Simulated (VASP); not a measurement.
A run of VASP 6.6.1:

File POSCAR:

```
Si16O
1.0
    0.0000000000      5.4437023800     -5.4437023800
    5.4437023800      5.4437023800      0.0000000000
    5.4437023800      0.0000000000     -5.4437023800
Si O
16 1
Direct
    0.1548413086      0.1308929016      0.1323779203
    0.1186527027      0.6271628685      0.1256440842
    0.6284649235      0.0838253027      0.1163199153
    0.6171635158      0.6007079873      0.1098732918
    0.1276350086      0.1242648758      0.6376518696
    0.1239657228      0.6287438697      0.6220353839
    0.6253488458      0.1281725104      0.6341715177
    0.6222684973      0.6254951616      0.6144205297
    0.2447742193      0.7550794869      0.2473395689
    0.2696503037      0.2548148123      0.2630265029
    0.7435183295      0.7137536604      0.2407116349
    0.7856346107      0.2440629387      0.2682755041
    0.2480550746      0.7501589387      0.7509776829
    0.2515096169      0.2547596109      0.7587616316
    0.7496658919      0.7519894943      0.7361752573
    0.7515552311      0.2520207580      0.7525874330
   -0.2099878759      0.0623402009      0.2112210440
```

INCAR.step1

```
SYSTEM = Si16O
PREC = Accurate
ENCUT = 520
ISMEAR = 0
SIGMA = 0.02
LREAL = Auto
LASPH = .True.
NELM = 80
NBANDS = 49
GGA = PE
ALGO = Normal
EDIFF = 1E-4
LWAVE = .True.
LCHARG = .False.
```

Contents of INCAR.step2:

```
SYSTEM = Si16O
PREC = Accurate
ENCUT = 520
EDIFF = 1E-6
ISMEAR = 0
SIGMA = 0.02
LREAL = Auto
LASPH = .True.
NELM = 80
ALGO = Normal
ISIF = 2
LWAVE = .False.
LCHARG = .True.
METAGGA = R2SCAN
LMIXTAU = .True.
LELF = .True.
LVHAR = .True.
NBANDS = 49
ISTART = 1
```

Contents of KPOINTS:

```
regular mesh
0
Gamma
  2 2 2
  0 0 0
```

Potentials or basis: VASP PAW PBE potentials, release 64 (Si, O).

Command:

```sh
$ cat potpaw_PBE.64/Si/POTCAR potpaw_PBE.64/O/POTCAR > POTCAR
$ cp INCAR.step1 INCAR
$ mpirun -np 1 vasp_std > vasp.out
$ cp INCAR.step2 INCAR
$ mpirun -np 1 vasp_std > vasp.out
```

Hardware: 1 thread of Intel(R) Xeon(R) 6975P-C (Granite Rapids), with other jobs on the host.

How long does it take, and how much memory?

Wall time 6.9 min on 1 thread of Intel(R) Xeon(R) 6975P-C (Granite Rapids) (shared host), peak memory 0.56 GiB. Counts: k points 8.
